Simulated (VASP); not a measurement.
Wanted: the native input for a VASP 6.6.1 run.

```yaml
Task: single point
Functional: PBEsol
Potentials_or_basis: VASP PAW PBE potentials, release 64 (Sn_d, O)
Cutoff: 520 eV
k_mesh: 6 × 6 × 8
Occupations: gaussian, width 0.05 eV
Spin: no spin polarisation
Dipole_correction: no
Further_INCAR_settings: ALGO = Normal; EDIFF = 1e-06; NBANDS = 35
```

The structure of SnO2 lies in POSCAR:

```
SnO2
1.0
    4.8879424508      0.0000000000      0.0000000000
    0.0000000000      4.8879424508      0.0000000000
    0.0000000000      0.0000000000      3.2916534163
Sn O
2 4
Direct
    0.0000000000      0.0000000000      0.0000000000
    0.5000000000      0.5000000000      0.5000000000
    0.2471788033      0.3654173315      0.0000000000
    0.2528211967      0.8654173315      0.5000000000
    0.7528211967      0.6345826685      0.0000000000
    0.7471788033      0.1345826685      0.5000000000
```

This cell differs from its parent crystal: atoms displaced along a vibrational mode, the cell strained.

One way to write it, as run:

INCAR

```
  ALGO = Normal
  EDIFF = 1E-6
  ENCUT = 520
  GGA = PS
  ISIF = 2
  ISMEAR = 0
  LASPH = T
  LCHARG = F
  LREAL = F
  LWAVE = F
  NBANDS = 35
  NELM = 100
  PREC = Accurate
  SIGMA = 0.05
```

KPOINTS

```
k-points
0
Gamma
  6 6 8
```

Potentials or basis: VASP PAW PBE potentials, release 64 (Sn_d, O).

Run with:

```console
$ cat potpaw_PBE.64/Sn_d/POTCAR potpaw_PBE.64/O/POTCAR > POTCAR
$ mpirun -np 1 vasp_std > vasp.out
```

Results of the run:

```yaml
Pressure: -15.8 GPa
Largest_force: 1.014 eV/Å
Band_gap_on_the_k_mesh: 0.65 eV (least direct gap 0.70 eV)
```

Caveat: the cell differs from its parent crystal (atoms displaced along a vibrational mode, the cell strained); the cell stands under tension; semilocal functionals underestimate gaps, and a narrow one can read as zero; the PAW data sets were made with another functional, which shifts forces and pressure a little; spin-orbit coupling is left out, which moves the levels of the heavy elements.

Wall time 72 s on 1 thread of Intel(R) Xeon(R) Platinum 8488C (Sapphire Rapids), on a shared host, peak memory 0.29 GiB.
